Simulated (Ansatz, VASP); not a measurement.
Two plane-wave programs on MoS2

The input INCAR:

```
SYSTEM = MoS2
ALGO = Normal
EDIFF = 1E-6
ENCUT = 520
GGA = PE
ISIF = 2
ISMEAR = -1
LASPH = .True.
LCHARG = .False.
LREAL = .False.
LWAVE = .False.
NBANDS = 20
NELM = 100
PREC = Accurate
SIGMA = 0.02
```

The input KPOINTS:

```
k-points
0
Gamma
  12 12 4
  0 0 0
```

POSCAR

```
MoS2
1.0
    3.1709609040      0.0000000000      0.0000000000
   -1.5854804520      2.7461326973      0.0000000000
    0.0000000000      0.0000000000      6.7609930324
Mo S
1 2
Direct
    0.0000000000      0.0000000000      0.0000000000
    0.3333333333      0.6666666667      0.2300864068
    0.3333333333      0.6666666667      0.7699135932
```

Input for Ansatz:

```yaml
crystal:
  lattice:
    - [3.170960904, 0.0, 0.0]
    - [-1.585480452, 2.7461326973, 0.0]
    - [0.0, 0.0, 6.7609930324]
  atoms:
    - { symbol: Mo, position: [0.0, 0.0, 0.0] }
    - { symbol: S, position: [0.3333333333, 0.6666666667, 0.2300864068] }
    - { symbol: S, position: [0.3333333333, 0.6666666667, 0.7699135932] }
kpoints:
  mp_grid: { grid: [12, 12, 4] }
  band_path:
    path:
      - [0.0, 0.0, 0.0]
      - [0.5, 0.0, 0.0]
      - [0.3333333333, 0.3333333333, 0.0]
      - [0.0, 0.0, 0.5]
      - [0.5, 0.0, 0.5]
      - [0.3333333333, 0.3333333333, 0.5]
    npoints: 1
hamiltonian:
  xc: pbe
scf:
  occupations: { method: fermi_dirac, width: 0.02 }
  n_extra_bands: 4
output:
  forces: true
  stress: true
  eigenvalues: true
```

Change from the starting cell: uniaxial_z strain -0.7%.

Alike in both runs: task single point; functional PBE; k mesh 12 × 12 × 4; occupations fermi-dirac, width 0.02 eV; no spin polarisation.

|  | VASP | Ansatz |
| --- | --- | --- |
| version | VASP 6.6.1 | Ansatz 0.2.0 |
| potentials or method | VASP PAW PBE potentials, release 64 (Mo_sv, S) | plane waves, PAW |
| plane-wave cutoff (eV) | 520 | 420 |
| valence electrons in the cell | 26 | 26 |

VASP gave:

| Item | Value |
| --- | --- |
| gap on the k mesh at the Fermi level (eV) | 1.25 |
| pressure (GPa) | 2.1 |
| traceless stress, the component that is largest in VASP (GPa) | 0.80 |
| rms of the force components (eV/Å) | 0.059 |

**Question.** Which values does Ansatz return?

**Answer.** gap on the k mesh at the Fermi level (eV): 1.24; pressure (GPa): 2.3; traceless stress, the component that is largest in VASP (GPa): 0.84; rms of the force components (eV/Å): 0.065.

Atom by atom the forces differ by 0.006 eV/Å (rms over components).
